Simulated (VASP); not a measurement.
Set up this calculation in VASP 6.6.1, as the native input.

| Item | Value |
| --- | --- |
| Task | single point |
| Functional | PBE |
| Potentials or basis | VASP PAW PBE potentials, release 64 (Ga_d, P) |
| Cutoff | 520 eV |
| k mesh | 2 × 2 × 2 |
| Occupations | gaussian, width 0.02 eV |
| Spin | no spin polarisation |
| Dipole correction | no |
| Further INCAR settings | LREAL = Auto; ALGO = Normal; EDIFF = 1e-07; NBANDS = 92 |

The structure of Ga9P8 (a cell with a defect) lies in POSCAR:

```
Ga9P8
1.0
   -5.5051169764      5.5051169764      0.0000000000
   -5.5051169764      0.0000000000      5.5051169764
    0.0000000000      5.5051169764      5.5051169764
Ga P
9 8
Direct
    0.9994650474      0.9989889449      0.4994140927
    0.4926370342      1.0058611876      0.5056892545
    1.0057416625      0.4928542866      0.5057713600
    1.0057644595      1.0058868910     -0.0075882130
    0.4926196867      0.4925163283      0.5057718141
    0.4927393935      1.0055909845     -0.0073081099
    1.0057051510      0.4924708252     -0.0072756855
    0.4989363554      0.4992179116     -0.0009974357
    0.7494525580      0.7491953427      1.2493240433
    0.8776759914      0.8778062339      0.3776475612
    0.3641445783      0.8773937994      0.3776411126
    0.8776249480      0.3637737415      0.3777765321
    0.8777599133      0.8774020644      0.8640811849
    0.3749988436      0.3751143725      0.3714490553
    0.3750526118      0.8716240764      0.8749831331
    0.8714360695      0.3751281778      0.8750169198
    0.3750011142      0.3748855853      0.8750735036
```

The input as run:

INCAR

```
  ALGO = Normal
  EDIFF = 1E-7
  ENCUT = 520
  GGA = PE
  ISIF = 2
  ISMEAR = 0
  LASPH = T
  LCHARG = F
  LREAL = Auto
  LWAVE = F
  NBANDS = 92
  NELM = 100
  PREC = Accurate
  SIGMA = 0.02
```

KPOINTS

```
k-points
0
Gamma
  2 2 2
```

Potentials or basis: VASP PAW PBE potentials, release 64 (Ga_d, P).

The run is started by

```console
$ cat potpaw_PBE.64/Ga_d/POTCAR potpaw_PBE.64/P/POTCAR > POTCAR
$ mpirun -np 1 vasp_std > vasp.out
```

Results of the run:

- Pressure: 5.6 GPa
- Largest force: 0.010 eV/Å
- Band gap on the k mesh: zero (an odd number of electrons rules out a gap without spin polarisation)

Caveat: the k points lie up to 0.49 Å⁻¹ apart, too coarse for converged energies and pressures of a metal.

Run time: 6.8 min on 1 thread of Intel(R) Xeon(R) 6975P-C (Granite Rapids), on a shared host, peak memory 0.54 GiB.
